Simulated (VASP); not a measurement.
Wanted: the native input for a VASP 6.6.1 run.

```
Task                   : single point
Functional             : r2SCAN
Potentials or basis    : VASP PAW PBE potentials, release 64 (N, Ga_d, P)
Cutoff                 : 520 eV
k mesh                 : 8 × 8 × 8
Occupations            : gaussian, width 0.01 eV
Spin                   : no spin polarisation
Dipole correction      : no
Further INCAR settings : ALGO = Normal; EDIFF = 1e-06; NBANDS = 46
```

The system is Ga2PN.

```
CELL_PARAMETERS angstrom
-2.49493 2.49493 4.90771
2.49493 -2.49493 4.90771
2.49493 2.49493 -4.90771
ATOMIC_POSITIONS crystal
N 0.00000 0.00000 0.00000
N 0.25000 0.75000 0.50000
Ga 0.62500 0.68320 0.55820
Ga 0.93320 0.37500 0.05820
Ga 0.12500 0.06680 0.44180
Ga 0.31680 0.87500 0.94180
P 0.50000 0.50000 0.00000
P 0.75000 0.25000 0.50000
```

These files were run (other wordings do the same):

POSCAR

```
Ga2PN
1.0
   -2.4949347794      2.4949347794      4.9077079625
    2.4949347794     -2.4949347794      4.9077079625
    2.4949347794      2.4949347794     -4.9077079625
N Ga P
2 4 2
Direct
    0.0000000000      0.0000000000      0.0000000000
    0.2500000000      0.7500000000      0.5000000000
    0.6250000000      0.6831978045      0.5581978045
    0.9331978045      0.3750000000      0.0581978045
    0.1250000000      0.0668021955      0.4418021955
    0.3168021955      0.8750000000     -0.0581978045
    0.5000000000      0.5000000000      0.0000000000
    0.7500000000      0.2500000000      0.5000000000
```

INCAR.step1

```
SYSTEM = Ga2PN
  PREC = Accurate
  ENCUT = 520
  ISMEAR = 0
  SIGMA = 0.01
  LREAL = .False.
  LASPH = .True.
  NELM = 80
  NBANDS = 46
  GGA = PE
  ALGO = Normal
  EDIFF = 1E-4
  LWAVE = .True.
  LCHARG = .False.
```

INCAR.step2

```
SYSTEM = Ga2PN
  PREC = Accurate
  ENCUT = 520
  EDIFF = 1E-6
  ISMEAR = 0
  SIGMA = 0.01
  LREAL = .False.
  LASPH = .True.
  NELM = 80
  ALGO = Normal
  ISIF = 2
  LWAVE = .False.
  LCHARG = .True.
  METAGGA = R2SCAN
  LMIXTAU = .True.
  LELF = .True.
  LVHAR = .True.
  NBANDS = 46
  ISTART = 1
```

KPOINTS

```
regular mesh
0
Gamma
  8 8 8
  0 0 0
```

Potentials or basis: VASP PAW PBE potentials, release 64 (N, Ga_d, P).

Run with:

```console
$ cat potpaw_PBE.64/N/POTCAR potpaw_PBE.64/Ga_d/POTCAR potpaw_PBE.64/P/POTCAR > POTCAR
$ cp INCAR.step1 INCAR
$ mpirun -np 1 vasp_std > vasp.out
$ cp INCAR.step2 INCAR
$ mpirun -np 1 vasp_std > vasp.out
```

It gave:

```
Pressure               : 0.3 GPa
Largest force          : 0.050 eV/Å
Band gap on the k mesh : 1.75 eV
```

Caveat: the PAW data sets were made with another functional, which shifts forces and pressure a little.

Run time: 17 min on 1 thread of Intel(R) Xeon(R) Platinum 8559C (Emerald Rapids), on a shared host, peak memory 0.53 GiB.
